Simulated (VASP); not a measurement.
BiTe, 2 atoms in the cell. It takes space group Fm-3m (No. 225, cubic). Conventional cell: a = 6.531 Å, b = 6.531 Å, c = 6.531 Å, α = 90.00°, β = 90.00°, γ = 90.00°. Within 4.3 Å of Bi (site symmetry m-3m) lie 6 Te at 3.27 Å. Within 4.3 Å of Te (site symmetry m-3m) lie 6 Bi at 3.27 Å.  This cell differs from its parent crystal: volume scaled by 1.03.

| Property | Result |
| --- | --- |
| Program | VASP 6.6.1 |
| Task | single point |
| Functional | r2SCAN |
| Potentials or basis | VASP PAW PBE potentials, release 64 (Bi_d, Te) |
| Cutoff | 520 eV |
| k mesh | 12 × 12 × 12 |
| Occupations | gaussian, width 0.1 eV |
| Spin | no spin polarisation |
| Dipole correction | no |
| Further INCAR settings | ALGO = Normal; EDIFF = 1e-07; NBANDS = 18 |

Potentials or basis: VASP PAW PBE potentials, release 64 (Bi_d, Te).

Run with:

```console
$ cat potpaw_PBE.64/Bi_d/POTCAR potpaw_PBE.64/Te/POTCAR > POTCAR
$ cp INCAR.step1 INCAR
$ mpirun -np 1 vasp_std > vasp.out
$ cp INCAR.step2 INCAR
$ mpirun -np 1 vasp_std > vasp.out
```

Hardware: 1 thread of Intel(R) Xeon(R) Platinum 8488C (Sapphire Rapids), on a shared host.

How long does it take, and how much memory?

Run time: 2.7 min on 1 thread of Intel(R) Xeon(R) Platinum 8488C (Sapphire Rapids), with other jobs on the host, peak memory 0.28 GiB. Counts: k points 72.
